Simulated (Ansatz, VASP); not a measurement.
**Ta in VASP and in Ansatz**

```
CELL_PARAMETERS angstrom
-1.65128 1.65128 1.65128
1.65128 -1.65128 1.65128
1.65128 1.65128 -1.65128
ATOMIC_POSITIONS crystal
Ta 0.00000 0.00000 0.00000
```

Alike in both runs: task relaxation of cell and atoms; functional LDA; k mesh 8 × 8 × 8; occupations gaussian, width 0.1 eV; no spin polarisation.

|  | VASP | Ansatz |
| --- | --- | --- |
| version | VASP 6.6.1 | Ansatz 0.2.0 |
| potentials or method | VASP PAW LDA potentials, release 64 (Ta_pv), cutoff 500 eV | scalar-relativistic, plane waves, PAW |
| valence electrons in the cell | 11 | 13 |

Ansatz gave:

| Property | Result |
| --- | --- |
| gap on the k mesh at the Fermi level, each at its own relaxed structure (eV) | none |
| relaxed volume (Å³/atom) | 17.11 |
| relaxed cell length with the largest relative difference (Å) | 2.811 |

Question: What did VASP give for the same quantities?

Answer: gap on the k mesh at the Fermi level, each at its own relaxed structure (eV): none; relaxed volume (Å³/atom): 17.19; relaxed cell length with the largest relative difference (Å): 2.816.

Ansatz warns that its potentials were made for another functional, while VASP's fit it. LDA's correlation is that of Perdew and Zunger in VASP and of Perdew and Wang (1992) in Ansatz. A gap of «none» marks a metal or a gap that the smearing closes. VASP's potentials hold 11 valence electrons a cell and Ansatz's 13, so a difference there can come from the potentials and not from the codes.

Neither program's run includes spin-orbit coupling.
